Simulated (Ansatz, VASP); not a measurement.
# Two plane-wave programs on AlGa3N4

The input INCAR:

```
SYSTEM = AlGa3N4
PREC = Accurate
ENCUT = 520
EDIFF = 1E-6
ISMEAR = 0
SIGMA = 0.05
LREAL = .False.
LASPH = .True.
NELM = 80
ALGO = Normal
ISIF = 2
LWAVE = .False.
LCHARG = .True.
GGA = PS
LELF = .True.
LVHAR = .True.
NBANDS = 41
```

File KPOINTS:

```
Automatic mesh
0
Gamma
  6 6 6
  0 0 0
```

POSCAR

```
AlGa3N4
1.0
    4.7803078317      0.0000000000      0.0000000000
    0.0000000000      4.4675774128      0.0000000000
    0.0000000000      0.0000000000      4.4675774128
Al Ga N
1 3 4
Direct
    0.0000000000      0.0000000000      0.0000000000
    0.4631343825      0.5000000673      0.0000000000
    0.5368656175      0.0000000000      0.4999994893
    0.0000000000      0.4999999327      0.5000005107
    0.7550465856      0.7436685412      0.2335759052
    0.7550462288      0.2563311435      0.7664241363
    0.2449537297      0.7664242732      0.7436686781
    0.2449534559      0.2335760421      0.2563312804
```

Input for Ansatz:

```yaml
crystal:
  lattice:
    - [4.7803078317, 0.0, 0.0]
    - [0.0, 4.4675774128, 0.0]
    - [0.0, 0.0, 4.4675774128]
  atoms:
    - { symbol: Al, position: [0.0, 0.0, 0.0] }
    - { symbol: Ga, position: [0.4631343825, 0.5000000673, 0.0] }
    - { symbol: Ga, position: [0.5368656175, 0.0, 0.4999994893] }
    - { symbol: Ga, position: [0.0, 0.4999999327, 0.5000005107] }
    - { symbol: "N", position: [0.7550465856, 0.7436685412, 0.2335759052] }
    - { symbol: "N", position: [0.7550462288, 0.2563311435, 0.7664241363] }
    - { symbol: "N", position: [0.2449537297, 0.7664242732, 0.7436686781] }
    - { symbol: "N", position: [0.2449534559, 0.2335760421, 0.2563312804] }
basis:
  ecutwfc: 520.0
kpoints:
  mp_grid: { grid: [6, 6, 6] }
hamiltonian:
  xc: pbesol
  pseudopotentials: { kind: paw, azcp: { folder: soft_1 } }
scf:
  occupations: { method: gaussian, width: 0.05 }
output:
  forces: true
  stress: true
  eigenvalues: true
  write_density: true
  write_potential: true
  elf: true
  volumetric_format: npy
```

Change from the starting cell: mode 4 frozen in at -0.165 Å, normal strain along x +0.0700.

Alike in both runs: task single point; functional PBEsol; k mesh 6 × 6 × 6; occupations gaussian, width 0.05 eV; no spin polarisation.

|  | VASP | Ansatz |
| --- | --- | --- |
| version | VASP 6.6.1 | Ansatz 0.2.0 |
| potentials or method | VASP PAW PBE potentials, release 64 (Al, Ga_d, N), cutoff 520 eV | scalar-relativistic, plane waves, PAW |
| valence electrons in the cell | 62 | 62 |

```csv
,VASP,Ansatz,Ansatz less VASP
gap on the k mesh at the Fermi level (eV),1.66,1.65,-0.011
least direct gap on the mesh (eV),1.66,1.65,-0.011
pressure (GPa),-11.5,-11.3,+0.12
"traceless stress, the component that is largest in VASP (GPa)",-7.20,-7.18,+0.019
rms of the force components (eV/Å),0.424,0.424,0.0000
```

VASP's potentials were made for PBE, not for PBEsol, and Ansatz warns of the same on its side. Atom by atom the forces differ by 0.005 eV/Å (rms over components). With one functional, cell and mesh, what is left measures potentials, basis and numerics. Ansatz's warnings: structure snapped to symmetry.
